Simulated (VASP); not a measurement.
Runs of VASP 6.6.1 on HfO2. The structure is that of space group Fm-3m (No. 225), or close to it. The cells are those of the table. 

```csv
task,cell,k mesh,cutoff (eV),smearing,gap on the mesh (eV),pressure (GPa),relaxed volume (Å³/atom)
single point,"a = 3.617 Å, angles 60.0°, 3 atoms",6 × 6 × 6,520,gaussian 0.1 eV,4.21,-12.1,-
single point,"a = 3.647 Å, angles 60.0°, 3 atoms",8 × 8 × 8,520,gaussian 0.02 eV,(b),(a),-
single point,"a = 3.577 Å, angles 60.0°, 3 atoms",8 × 8 × 8,520,gaussian 0.05 eV,4.31,-4.0,-
relaxation of cell and atoms,"relaxed from a = 3.617 Å, angles 60.0°, 3 atoms",6 × 6 × 6,600,gaussian 0.1 eV,4.36,-0.3,10.63
single point,"a = 3.612 Å, angles 60.0°, 3 atoms",8 × 8 × 8,520,gaussian 0.02 eV,4.23,-11.1,-
relaxation of cell and atoms,"relaxed from a = 3.577 Å, angles 60.0°, 3 atoms",8 × 8 × 8,600,gaussian 0.02 eV,4.36,0.0,10.62
single point,"a = 3.577 Å, angles 60.0°, 3 atoms",8 × 8 × 8,520,gaussian 0.02 eV,(c),-3.9,-
single point,"a = 3.541 Å, angles 60.0°, 3 atoms",8 × 8 × 8,520,gaussian 0.02 eV,4.41,4.5,-
single point,"a = 3.504 Å, angles 60.0°, 3 atoms",8 × 8 × 8,520,gaussian 0.02 eV,4.50,14.5,-
single point,"a = 3.577 Å, angles 60.0°, 3 atoms",6 × 6 × 6,520,gaussian 0.1 eV,4.31,-4.1,-
```

Alike in all rows: level r2SCAN; potentials or basis VASP PAW PBE potentials, release 64 (Hf_pv, O); no spin polarisation.

Question: Fill in the values left out.

Answer: (a) -17.3; (b) 4.14; (c) 4.32.

Caveats: the PAW data sets were made with another functional, which shifts forces and pressure a little; spin-orbit coupling is left out, which moves the levels of the heavy elements.

A k mesh can miss the band edges, and the runs leave out spin-orbit coupling on Hf.
